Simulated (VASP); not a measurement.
Here is a VASP 6.6.1 calculation.

Contents of INCAR:

```
SYSTEM = K
ALGO = Fast ; EDIFF = 1E-6
ENCUT = 520 ; GGA = PE
ISIF = 2 ; ISMEAR = 0
LASPH = .TRUE. ; LCHARG = .FALSE.
LREAL = .FALSE. ; LWAVE = .FALSE.
NBANDS = 10 ; NELM = 80
PREC = Accurate ; SIGMA = 0.1
```

KPOINTS

```
k-points
0
G
  12 12 12
  0 0 0
```

The input POSCAR:

```
K
1.0
   -2.5307563550      2.5307563550      2.5307563550
    2.5307563550     -2.5307563550      2.5307563550
    2.5307563550      2.5307563550     -2.5307563550
K
1
Direct
    0.0000000000      0.0000000000      0.0000000000
```

Potentials or basis: VASP PAW PBE potentials, release 64 (K_sv).

The run is started by

```console
$ cat potpaw_PBE.64/K_sv/POTCAR > POTCAR
$ mpirun -np 1 vasp_std > vasp.out
```

Question: Estimate the pressure.

Answer: 0.6 GPa.
